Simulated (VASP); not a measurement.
# BAs (F-43m) in VASP: settings compared, part 2 of 2

VASP 6.6.1. The steps go on from the part before.

## 5. Single point, LDA

The input, INCAR:

```
SYSTEM = BAs
PREC = Accurate ; ENCUT = 520
EDIFF = 1E-6 ; ISMEAR = 0
SIGMA = 0.1 ; LREAL = .False.
LASPH = .True. ; NELM = 60
ALGO = Normal ; ISIF = 2
LWAVE = .False. ; LCHARG = .True.
LELF = .True. ; LVHAR = .True.
NBANDS = 11
```

The input, KPOINTS:

```
regular mesh
0
Gamma
  10 10 10
  0 0 0
```

The input, POSCAR:

```
BAs
1.0
    0.0000000000      2.3885000000      2.3885000000
    2.3885000000      0.0000000000      2.3885000000
    2.3885000000      2.3885000000      0.0000000000
As B
1 1
Direct
    0.7500000000      0.7500000000      0.7500000000
    0.0000000000      0.0000000000      0.0000000000
```

Potentials or basis: VASP PAW LDA potentials, release 64 (As, B).

On the command line:

```console
> cat potpaw_LDA.64/As/POTCAR potpaw_LDA.64/B/POTCAR > POTCAR
> mpirun -np 1 vasp_std > vasp.out
```

OUTCAR:

```text
SYSTEM = BAs
   PREC = Accurate
   ENCUT = 520
   EDIFF = 1E-6
   ISMEAR = 0
   LREAL = .False.
   LASPH = .True.
   NELM = 60
   ISIF = 2

 ion  position               nearest neighbor table
   1  0.750  0.750  0.750-   2 2.07   2 2.07   2 2.07   2 2.07
   2  0.000  0.000  0.000-   1 2.07   1 2.07   1 2.07   1 2.07

  LATTYP: Found a face centered cubic cell.
 ALAT       =     4.7770000000

  Lattice vectors:

 A1 = (   0.0000000000,   2.3885000000,   2.3885000000)
 A2 = (   2.3885000000,   0.0000000000,   2.3885000000)
 A3 = (   2.3885000000,   2.3885000000,   0.0000000000)

Analysis of symmetry for initial positions (statically):
=====================================================================
 Subroutine PRICEL returns:
 Original cell was already a primitive cell.

 Routine SETGRP: Setting up the symmetry group for a
 face centered cubic supercell.

 Subroutine GETGRP returns: Found 24 space group operations
 (whereof 24 operations were pure point group operations)
 out of a pool of 48 trial point group operations.

The static configuration has the point symmetry T_d .

Analysis of symmetry for dynamics (positions and initial velocities):
=====================================================================
 Subroutine PRICEL returns:
 Original cell was already a primitive cell.

 Routine SETGRP: Setting up the symmetry group for a
 face centered cubic supercell.

 Subroutine GETGRP returns: Found 24 space group operations
 (whereof 24 operations were pure point group operations)
 out of a pool of 48 trial point group operations.

The dynamic configuration has the point symmetry T_d .

 Subroutine INISYM returns: Found 24 space group operations
 (whereof 24 operations are pure point group operations),
 and found     1 'primitive' translations

----------------------------------------------------------------------------------------

                                     Primitive cell
[... 113 lines left out ...]
  Fermi-wavevector in a.u.,A,eV,Ry     =   1.088018  2.056057 16.106360  1.183784
  Thomas-Fermi vector in A             =   2.224191
   LORBIT       =      0    0 simple, 1 ext, 2 COOP (PROOUT), +10 PAW based schemes
   GGA     = CA    functional components
   LHFCALC =     F    Hartree Fock is set to
   AEXX    =    0.0000 exact exchange contribution
   IVDW    =     0    specifies the selected vdW correction
   LEPSILON=     F    determine dielectric tensor
   LRPA    =     F    only Hartree local field effects (RPA)
 non-spin polarized calculation
 Gauss-broadening in eV      SIGMA  =   0.10
  energy-cutoff  :      520.00
  volume of cell :       27.25
 maximum number of plane-waves:       754
 NGX is ok and might be reduce to    28
   NGX = 13   NGY = 13   NGZ = 13

 number of electron       8.0000000 magnetization

 Free energy of the ion-electron system (eV)
  ---------------------------------------------------
  ext. energy  EPLUGINS =         0.00000000
  ---------------------------------------------------
  free energy    TOTEN  =       -12.92088565 eV

  energy without entropy =      -12.92088565  energy(sigma->0) =      -12.92088565

 E-fermi :   6.6271     XC(G=0): -10.7840

 val. band max:        6.1568775804   @ k =   0.0000   0.0000   0.0000
 cond. band min:       7.2789411749   @ k =   0.4000   0.4000   0.0000
 fundamental gap:      1.1220635944
 Fermi energy:         6.6270993085

 k-point     1 :       0.0000    0.0000    0.0000
  band No.  band energies     occupation
      1      -9.2197      2.00000
      2       6.1569      2.00000
      3       6.1569      2.00000
      4       6.1569      2.00000
      5       9.4062      0.00000
      6       9.4062      0.00000
      7       9.4062      0.00000
      8      10.8495      0.00000
      9      15.5133      0.00000
     10      19.1895      0.00000
     11      19.1895      0.00000
[... 309 lines left out ...]
 k-point    24 :       0.4000    0.3000    0.0000
  band No.  band energies     occupation
      1      -6.5909      2.00000
      2      -0.2409      2.00000
      3       2.1810      2.00000
      4       2.6745      2.00000
      5       7.8021      0.00000
      6       9.4916      0.00000
      7      14.9135      0.00000
      8      15.1454      0.00000
      9      18.0518      0.00000
     10      21.7873      0.00000
     11      22.0615      0.00000

 [... further k-points ...]
[... 5 lines left out ...]
  --------------------------------------------------------------------------------------
  -------------------------------------------------------------------------------------
  Total       -0.5250480     -0.5250480     -0.5250480     -0.0000000     -0.0000000     -0.0000000
  in kB      -30.8676682    -30.8676682    -30.8676682     -0.0000000     -0.0000000     -0.0000000
  external PRESSURE =     -30.8676682 kB  Pullay stress =       0.0000000 kB

 VOLUME and BASIS-vectors are now :
 -----------------------------------------------------------------------------
  energy-cutoff  :      520.00
  volume of cell :       27.25
      direct lattice vectors                 reciprocal lattice vectors
     0.000000000  2.388500000  2.388500000    -0.209336404  0.209336404  0.209336404
     2.388500000  0.000000000  2.388500000     0.209336404 -0.209336404  0.209336404
     2.388500000  2.388500000  0.000000000     0.209336404  0.209336404 -0.209336404

 POSITION                                       TOTAL-FORCE (eV/Angst)
 -----------------------------------------------------------------------------------
      3.58275      3.58275      3.58275         0.000000     -0.000000      0.000000
      0.00000      0.00000      0.00000        -0.000000      0.000000     -0.000000
 -----------------------------------------------------------------------------------
    total drift:                                0.000000      0.000000      0.000000

  FREE ENERGIE OF THE ION-ELECTRON SYSTEM (eV)
  ---------------------------------------------------
  free  energy   TOTEN  =       -12.9208856522 eV

  energy  without entropy=      -12.9208856522  energy(sigma->0) =      -12.92088565
```

Run time: 12 s. Hardware: 1 thread of Intel Xeon Platinum 8488C (Sapphire Rapids), shared host; peak memory 0.14 GiB.

Results:

* Free energy: -12.9209 eV
* Pressure: -3.1 GPa
* Band gap on the k mesh: 1.12 eV, indirect (least direct gap 3.25 eV)

Levels at points of the mesh, in eV from the valence-band top:
```tsv
k point	band 2	band 3	band 4	band 5	band 6	band 7
(0.00, 0.00, 0.00)	0.00	0.00	0.00	3.25	3.25	3.25
(0.50, 0.00, 0.00)	-8.76	-1.82	-1.82	2.69	4.75	4.75
(0.50, 0.50, 0.00)	-8.43	-4.08	-4.08	1.34	1.41	11.23
```

A k mesh can miss the band edges. Expect the measured gap to be larger: semilocal functionals such as LDA lack the derivative discontinuity.

## 6. Overview

```csv
level,potentials or basis,k mesh,smearing,gap on the mesh (eV),pressure (GPa)
PBEsol,"VASP PAW PBE potentials, release 64 (As, B)",8 × 8 × 8,fermi-dirac 0.05 eV,1.09,0.1
PBE,"VASP PAW PBE potentials, release 64 (As, B)",4 × 4 × 4,fermi-dirac 0.04 eV,1.41,4.0
PBE,"VASP PAW PBE potentials, release 64 (As, B)",10 × 10 × 10,gaussian 0.025 eV,1.18,3.4
LDA,"VASP PAW LDA potentials, release 64 (As, B)",10 × 10 × 10,gaussian 0.1 eV,1.12,-3.1
```

Alike in all rows: task single point; no spin polarisation; cell as given; cutoff (eV) 520.

Caveats: some runs use coarse meshes; the PAW data sets were made with another functional, which shifts forces and pressure a little (some runs).

Total energies depend on the potentials used, so only differences within one code and one set of settings carry meaning.
